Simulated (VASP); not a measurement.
# K8Ta7WO24 (a cell with a defect) in VASP: single point with PBEsol

Aim: the single point of K8Ta7WO24 (a cell with a defect) with PBEsol.

Everything below comes from runs of VASP 6.6.1. Logs are shortened: lines on timing, memory, paths and dates and some standing lists are left out, and cuts for length are marked.

**1. The cell of the first run**

The cell holds a defect, 40 atoms: a = 7.971 Å, b = 7.971 Å, c = 7.971 Å, α = 90.00°, β = 90.00°, γ = 90.00°.

**2. Single point, PBEsol, collinear spin**

File INCAR:

```
SYSTEM = K8Ta7WO24
PREC = Accurate
ENCUT = 520
EDIFF = 1E-6
ISMEAR = -1
SIGMA = 0.05
LREAL = Auto
LASPH = .True.
NELM = 200
ALGO = Normal
ISIF = 2
LWAVE = .False.
LCHARG = .False.
ISPIN = 2
MAGMOM = 0 0 0 0 0 0 0 0 0.143 0 0 0 0 0 0 0 0.143 0.143 0 0 0 0 0 0 0.143 0 0 0 0.143 0 0 0 0.143 0 0.143 0 0 0 0 0
LORBIT = 11
LMAXMIX = 4
GGA = PS
NBANDS = 184
ISYM = 0
GGA_COMPAT = .False.
```

File KPOINTS:

```
Automatic mesh
0
Gamma
  1 1 1
  0.25 0.25 0.25
```

File POSCAR:

```
K8Ta7WO24
1.0
    7.9708780000      0.0000000000      0.0000000000
    0.0000000000      7.9708780000      0.0000000000
    0.0000000000      0.0000000000      7.9708780000
K W Ta O
8 1 7 24
Direct
    0.0010710000      0.0006760000      0.0003670000
    0.0003880000      0.0000030000      0.4997190000
    0.0003980000      0.5000150000      0.9996770000
    0.0000590000      0.4996830000      0.4993520000
    0.5003970000      0.0000280000      0.9997150000
    0.5000190000      0.9996880000      0.4993340000
    0.5000610000      0.4996860000      0.9993690000
    0.4994350000      0.4990860000      0.4987230000
    0.2503190000      0.2499750000      0.2495730000
    0.2500750000      0.2498670000      0.7495890000
    0.2501870000      0.7500030000      0.2494640000
    0.2499830000      0.7498560000      0.7494600000
    0.7503510000      0.2498980000      0.2494290000
    0.7500680000      0.2498910000      0.7494280000
    0.7501880000      0.7498990000      0.2492840000
    0.7499850000      0.7498910000      0.7492930000
    0.2507800000      0.2504550000      0.0036000000
    0.2496490000      0.2492980000      0.4955100000
    0.2506730000      0.7499440000      0.0000490000
    0.2500030000      0.7496980000      0.4992200000
    0.7503830000      0.2501940000      0.0000540000
    0.7500860000      0.2496840000      0.4992190000
    0.7503910000      0.7500840000      0.9997620000
    0.7502560000      0.7497720000      0.4996430000
    0.0042600000      0.2503360000      0.2501350000
    0.0007360000      0.2502500000      0.7496880000
    0.0006890000      0.7499470000      0.2499550000
    0.0004370000      0.7500760000      0.7498190000
    0.4961680000      0.2493150000      0.2489490000
    0.4999010000      0.2497250000      0.7494430000
    0.4998740000      0.7496790000      0.2494270000
    0.5003220000      0.7498780000      0.7495350000
    0.2507600000      0.0038460000      0.2501240000
    0.2507240000      0.0003270000      0.7497420000
    0.2496880000      0.4957920000      0.2490390000
    0.2501280000      0.4994920000      0.7494450000
    0.7503690000      0.0002970000      0.2500620000
    0.7505370000      0.0000150000      0.7498110000
    0.7501360000      0.4994460000      0.2493610000
    0.7503320000      0.4998940000      0.7496880000
```

Potentials or basis: VASP PAW PBE potentials, release 64 (K_sv, W_sv, Ta_pv, O).

Run with:

```
$ cat potpaw_PBE.64/K_sv/POTCAR potpaw_PBE.64/W_sv/POTCAR potpaw_PBE.64/Ta_pv/POTCAR potpaw_PBE.64/O/POTCAR > POTCAR
$ mpirun -np 1 vasp_std > vasp.out
```

OUTCAR:

```text
SYSTEM = K8Ta7WO24
   PREC = Accurate
   ENCUT = 520
   EDIFF = 1E-6
   ISMEAR = -1
   LREAL = Auto
   LASPH = .True.
   NELM = 200
   ISIF = 2
   ISPIN = 2
   LORBIT = 11
   GGA = PS
   ISYM = 0

 ion  position               nearest neighbor table
   1  0.001  0.001  0.000-  25 2.82  33 2.82  17 2.82  21 2.82  26 2.82  34 2.82  27 2.82  19 2.82
                            37 2.82  38 2.82  28 2.82  23 2.83   9 3.44  11 3.45  10 3.45  13 3.45
   2  0.000  0.000  0.500-  18 2.81  37 2.82  27 2.82  20 2.82  38 2.82  25 2.82  22 2.82  33 2.82
                            28 2.82  26 2.82  34 2.82  24 2.82  10 3.45  12 3.45  14 3.45   9 3.45
   3  0.000  0.500  1.000-  35 2.81  26 2.82  21 2.82  28 2.82  39 2.82  36 2.82  17 2.82  40 2.82
                            23 2.82  25 2.82  19 2.82  27 2.82  11 3.45  12 3.45  15 3.45   9 3.45
   4  0.000  0.500  0.499-  25 2.81  27 2.82  26 2.82  24 2.82  39 2.82  20 2.82  22 2.82  35 2.82
                            18 2.82  40 2.82  36 2.82  28 2.82  13 3.45   9 3.45  14 3.45  10 3.45
   5  0.500  0.000  1.000-  29 2.81  34 2.82  19 2.82  23 2.82  30 2.82  38 2.82  31 2.82  17 2.82
                            33 2.82  21 2.82  37 2.82  32 2.82  15 3.45  13 3.45  14 3.45   9 3.45
   6  0.500  1.000  0.499-  33 2.81  37 2.82  34 2.82  31 2.82  20 2.82  18 2.82  32 2.82  29 2.82
                            22 2.82  30 2.82  24 2.82  38 2.82  11 3.45  16 3.45   9 3.45  12 3.45
   7  0.500  0.500  0.999-  17 2.81  19 2.82  21 2.82  36 2.82  30 2.82  40 2.82  29 2.82  32 2.82
                            31 2.82  39 2.82  35 2.82  23 2.82  10 3.45   9 3.45  14 3.45  13 3.45
   8  0.499  0.499  0.499-  35 2.82  29 2.82  18 2.82  31 2.82  36 2.82  20 2.82  22 2.82  39 2.82
                            30 2.82  24 2.83  32 2.83  40 2.83   9 3.44  13 3.45  11 3.45  10 3.45
   9  0.250  0.250  0.250-  35 1.96  29 1.96  18 1.96  17 1.96  25 1.96  33 1.96   8 3.44   1 3.44
                             7 3.45   4 3.45   6 3.45   3 3.45   5 3.45   2 3.45
  10  0.250  0.250  0.750-  26 1.99  34 1.99  36 1.99  30 1.99  17 2.02  18 2.03   1 3.45   2 3.45
                             8 3.45   7 3.45   3 3.45   4 3.45   5 3.45   6 3.45
  11  0.250  0.750  0.249-  19 1.99  27 1.99  31 1.99  20 1.99  33 2.02  35 2.03   1 3.45   6 3.45
                             8 3.45   3 3.45   5 3.45   2 3.45   7 3.45   4 3.45
[... 32 lines left out ...]
  39  0.750  0.499  0.249-  13 1.99  15 2.00   4 2.82   3 2.82   8 2.82   7 2.82
  40  0.750  0.500  0.750-  16 1.99  14 1.99   7 2.82   3 2.82   4 2.82   8 2.83

IMPORTANT INFORMATION: All symmetrisations will be switched off!
NOSYMM: (Re-)initialisation of all symmetry stuff for point group C_1.

----------------------------------------------------------------------------------------

                                     Primitive cell

  volume of cell :     506.4289

  direct lattice vectors                    reciprocal lattice vectors
     7.970878000  0.000000000  0.000000000     0.125456694  0.000000000  0.000000000
     0.000000000  7.970878000  0.000000000     0.000000000  0.125456694  0.000000000
     0.000000000  0.000000000  7.970878000     0.000000000  0.000000000  0.125456694

  length of vectors
     7.970878000  7.970878000  7.970878000     0.125456694  0.125456694  0.125456694

  position of ions in fractional coordinates (direct lattice)
     0.001071000  0.000676000  0.000367000
     0.000388000  0.000003000  0.499719000
     0.000398000  0.500015000  0.999677000
     0.000059000  0.499683000  0.499352000
     0.500397000  0.000028000  0.999715000
     0.500019000  0.999688000  0.499334000
[... 32 lines left out ...]
     0.750136000  0.499446000  0.249361000
     0.750332000  0.499894000  0.749688000

  ion indices of the primitive-cell ions
   primitive index   ion index
                 1           1
                 2           2
                 3           3
                 4           4
                 5           5
                 6           6
[... 32 lines left out ...]
                39          39
                40          40

----------------------------------------------------------------------------------------

 KPOINTS: Automatic mesh

Automatic generation of k-mesh.
 Grid dimensions read from file:
 generate k-points for:    1    1    1

 Generating k-lattice:

  Cartesian coordinates                     Fractional coordinates (reciprocal lattice)
     0.125456694  0.000000000  0.000000000     1.000000000  0.000000000  0.000000000
     0.000000000  0.125456694  0.000000000     0.000000000  1.000000000  0.000000000
     0.000000000  0.000000000  0.125456694     0.000000000  0.000000000  1.000000000

  Length of vectors
     0.125456694  0.125456694  0.125456694

  Shift w.r.t. Gamma in fractional coordinates (k-lattice)
     0.250000000  0.250000000  0.250000000

 Subroutine IBZKPT returns following result:
 ===========================================

 Found      4 irreducible k-points:

 Following reciprocal coordinates:
            Coordinates               Weight
  0.250000  0.250000  0.250000      2.000000
 -0.250000  0.250000  0.250000      2.000000
 -0.250000 -0.250000  0.250000      2.000000
  0.250000 -0.250000  0.250000      2.000000
   k-points           NKPTS =      4   k-points in BZ     NKDIM =      4   number of bands    NBANDS=    184
   number of dos      NEDOS =    301   number of ions     NIONS =     40
   total plane-waves  NPLWV = 216000
   dimension x,y,z NGX =    60 NGY =   60 NGZ =   60
   dimension x,y,z NGXF=   120 NGYF=  120 NGZF=  120
   ions per type =               8   1   7  24
   NGX,Y,Z   is equivalent  to a cutoff of  12.51, 12.51, 12.51 a.u.
   NGXF,Y,Z  is equivalent  to a cutoff of  25.03, 25.03, 25.03 a.u.
 SYSTEM =  K8Ta7WO24
   PREC   = accura    normal or accurate (medium, high low for compatibility)
   ISTART =      0    job   : 0-new  1-cont  2-samecut
   ICHARG =      2    charge: 1-file 2-atom 10-const
   ISPIN  =      2    spin polarized calculation?
   LNONCOLLINEAR =      F non collinear calculations
   LSORBIT =      F    spin-orbit coupling
   LASPH  =      T    aspherical Exc in radial PAW
   ENCUT  =  520.0 eV  38.22 Ry    6.18 a.u.  14.82 14.82 14.82*2*pi/ulx,y,z
   NELM   =    200;   NELMIN=  2; NELMDL= -5     # of ELM steps
   EDIFF  = 0.1E-05   stopping-criterion for ELM
   LREAL  =      T    real-space projection
   EDIFFG = 0.1E-04   stopping-criterion for IOM
   NSW    =      0    number of steps for IOM
   IBRION =     -1    ionic relax: 0-MD 1-quasi-New 2-CG
   NFREE  =      0    steps in history (QN), initial steepest desc. (CG)
   ISIF   =      2    stress and relaxation
   ISYM   =      0    0-nonsym 1-usesym 2-fastsym
   POTIM  = 0.5000    time-step for ionic-motion
   TEBEG  =    0.0;   TEEND  =   0.0 temperature during run
   PSTRESS=    0.0 pullay stress
   NELECT =     307.0000    total number of electrons
   NUPDOWN=      -1.0000    fix difference up-down
   EMIN   =  10.00;   EMAX   =-10.00  energy-range for DOS
   EFERMI =   0.00;   METHOD = LEGACY
   ISMEAR =    -1;   SIGMA  =   0.05  broadening in eV -4-tet -1-fermi 0-gaus
   EFERMI_NEDOS =   21; number of points for ismear=-14 and -15
   IALGO  =     38    algorithm
   IMIX   =      4    mixing-type and parameters
     AMIX     =   0.40;   BMIX     =  1.00
     AMIX_MAG =   1.60;   BMIX_MAG =  1.00
  volume/ion in A,a.u.               =      12.66        85.44
  Fermi-wavevector in a.u.,A,eV,Ry     =   1.385526  2.618265 26.118877  1.919683
  Thomas-Fermi vector in A             =   2.509928
   LORBIT       =     11    0 simple, 1 ext, 2 COOP (PROOUT), +10 PAW based schemes
   GGA     = PS    functional components
   LHFCALC =     F    Hartree Fock is set to
   AEXX    =    0.0000 exact exchange contribution
   IVDW    =     0    specifies the selected vdW correction
   LEPSILON=     F    determine dielectric tensor
   LRPA    =     F    only Hartree local field effects (RPA)
 spin polarized calculation
  energy-cutoff  :      520.00
  volume of cell :      506.43
 maximum number of plane-waves:     13601
   NGX = 29   NGY = 29   NGZ = 29

 number of electron     306.9999835 magnetization       0.9312251

 Free energy of the ion-electron system (eV)
  ---------------------------------------------------
  ext. energy  EPLUGINS =         0.00000000
  ---------------------------------------------------
  free energy    TOTEN  =      -341.60045675 eV

  energy without entropy =     -341.50156119  energy(sigma->0) =     -341.55100897

 E-fermi :   4.2601     XC(G=0): -11.1622

 val. band max:        4.2581212592   @ k =   0.2500   0.2500   0.2500
 cond. band min:       4.2651738283   @ k =   0.2500  -0.2500   0.2500
 fundamental gap:      0.0070525691
 Fermi energy:         4.2600668009

 spin component 1

 k-point     1 :       0.2500    0.2500    0.2500
  band No.  band energies     occupation
      1     -72.4850      1.00000
      2     -36.7218      1.00000
      3     -36.7214      1.00000
      4     -36.7152      1.00000
      5     -32.2645      1.00000
      6     -32.2645      1.00000
[... 661 lines left out ...]
    164       6.4432      0.00000
    165       6.4700      0.00000
 Fermi energy:         4.2600668009

 spin component 2

 k-point     1 :       0.2500    0.2500    0.2500
  band No.  band energies     occupation
      1     -72.2876      1.00000
      2     -36.4668      1.00000
      3     -36.4659      1.00000
      4     -36.4494      1.00000
      5     -32.2601      1.00000
      6     -32.2601      1.00000
[... 661 lines left out ...]
    164       6.5263      0.00000
    165       6.5518      0.00000
 [bands above 165 left out]

------------------------ aborting loop because EDIFF is reached ----------------------------------------

  FORCE on cell =-STRESS in cart. coord.  units (eV):
  Direction    XX          YY          ZZ          XY          YZ          ZX
  --------------------------------------------------------------------------------------
  -------------------------------------------------------------------------------------
  Total       -0.9408920     -0.9533624     -0.9315733     -0.0137900     -0.0148733     -0.0132340
  in kB       -2.9766780     -3.0161305     -2.9471966     -0.0436271     -0.0470544     -0.0418681
  external PRESSURE =      -2.9800017 kB  Pullay stress =       0.0000000 kB

 VOLUME and BASIS-vectors are now :
 -----------------------------------------------------------------------------
  energy-cutoff  :      520.00
  volume of cell :      506.43
      direct lattice vectors                 reciprocal lattice vectors
     7.970878000  0.000000000  0.000000000     0.125456694  0.000000000  0.000000000
     0.000000000  7.970878000  0.000000000     0.000000000  0.125456694  0.000000000
     0.000000000  0.000000000  7.970878000     0.000000000  0.000000000  0.125456694

 POSITION                                       TOTAL-FORCE (eV/Angst)
 -----------------------------------------------------------------------------------
      0.00854      0.00539      0.00293        -0.014626     -0.012323     -0.014753
      0.00309      0.00002      3.98320         0.005527      0.005350     -0.012700
      0.00317      3.98556      7.96830         0.005552     -0.009048      0.002229
      0.00047      3.98291      3.98027         0.010839     -0.002795     -0.005336
      3.98860      0.00022      7.96861        -0.009163      0.004663      0.001498
      3.98559      7.96839      3.98013        -0.002538      0.011514     -0.004583
[... 32 lines left out ...]
      5.97924      3.98102      1.98763        -0.002205      0.010286      0.017178
      5.98080      3.98459      5.97567        -0.004644      0.005421     -0.003168
 -----------------------------------------------------------------------------------
    total drift:                                0.003027      0.001512     -0.018250

  FREE ENERGIE OF THE ION-ELECTRON SYSTEM (eV)
  ---------------------------------------------------
  free  energy   TOTEN  =      -341.6004567491 eV

  energy  without entropy=     -341.5015611946  energy(sigma->0) =     -341.55100897

 total charge

# of ion       s       p       d       tot
------------------------------------------
    1        1.960   5.586   0.049   7.595
    2        1.960   5.586   0.050   7.595
    3        1.960   5.586   0.050   7.595
    4        1.960   5.586   0.050   7.595
    5        1.960   5.586   0.050   7.595
    6        1.960   5.586   0.050   7.595
[... 32 lines left out ...]
   39        1.558   3.499   0.000   5.057
   40        1.558   3.501   0.000   5.059
--------------------------------------------------
tot         57.860 179.534  18.048 255.442

 magnetization (x)

# of ion       s       p       d       tot
------------------------------------------
    1        0.000  -0.000   0.000   0.000
    2        0.000  -0.000   0.000   0.000
    3        0.000  -0.000   0.000   0.000
    4        0.000  -0.000   0.000   0.000
    5        0.000  -0.000   0.000   0.000
    6        0.000  -0.000   0.000   0.000
[... 32 lines left out ...]
   39       -0.000   0.000   0.000   0.000
   40       -0.000  -0.001   0.000  -0.001
--------------------------------------------------
tot          0.005   0.018   0.718   0.742
```

It took 44 min on 1 thread of Intel Xeon 8259CL, shared host; peak memory 0.97 GiB.

What came out:

* Free energy: -341.6005 eV
* Pressure: -0.3 GPa
* Largest force: 0.097 eV/Å
* Net moment: 0.93 μB per cell
* Site moments: K +0.00; W +0.39; Ta +0.08, +0.03, +0.00 (each value once); O +0.00, -0.00 (each value once) μB
* Valence electrons inside the program's atomic spheres: K 7.59; W 11.87; Ta 8.78, 8.79 (each value once); O 5.04, 5.06 (each value once)

Forces on the atoms (eV/Å):
```
K   -0.015 -0.012 -0.015
K    0.006  0.005 -0.013
K    0.006 -0.009  0.002
K    0.011 -0.003 -0.005
K   -0.009  0.005  0.001
K   -0.003  0.012 -0.005
K   -0.004 -0.003  0.009
K    0.012  0.013  0.014
W   -0.006 -0.006  0.003
Ta   0.009  0.001 -0.001
Ta   0.003 -0.006  0.004
Ta   0.011  0.000  0.005
Ta  -0.002 -0.002  0.006
Ta   0.009  0.001  0.006
Ta   0.004 -0.003  0.010
Ta   0.010  0.001  0.009
O   -0.033 -0.035 -0.079
O    0.037  0.034  0.081
O   -0.021  0.004 -0.010
O    0.016  0.002  0.005
O    0.000 -0.019 -0.011
O   -0.002  0.016  0.005
O   -0.001 -0.002 -0.011
O   -0.001  0.001  0.000
O   -0.076 -0.029 -0.035
O   -0.012 -0.018  0.003
O   -0.009  0.004 -0.019
O   -0.013 -0.002 -0.001
O    0.083  0.034  0.037
O    0.003  0.014  0.000
O    0.005  0.002  0.017
O   -0.003 -0.001  0.000
O   -0.030 -0.074 -0.036
O   -0.021 -0.008  0.001
O    0.034  0.081  0.032
O    0.013  0.007 -0.001
O    0.000 -0.008 -0.021
O   -0.006 -0.007 -0.003
O   -0.002  0.010  0.017
O   -0.005  0.005 -0.003
```

Levels at points of the mesh, in eV from the Fermi level:
Spin up:
```tsv
k point	band 151	band 152	band 153	band 154	band 155	band 156
(0.25, 0.25, 0.25)	-2.70	-2.70	-2.63	0.00	0.06	0.06
```
Spin down:
| k point | band 151 | band 152 | band 153 | band 154 | band 155 | band 156 |
| --- | --- | --- | --- | --- | --- | --- |
| (0.25, 0.25, 0.25) | -2.70 | -2.70 | -2.63 | 0.19 | 0.25 | 0.25 |

Caveat: the k points lie up to 0.39 Å⁻¹ apart; the PAW data sets were made with another functional, which shifts forces and pressure a little; spin-orbit coupling is left out, which moves the levels of the heavy elements.
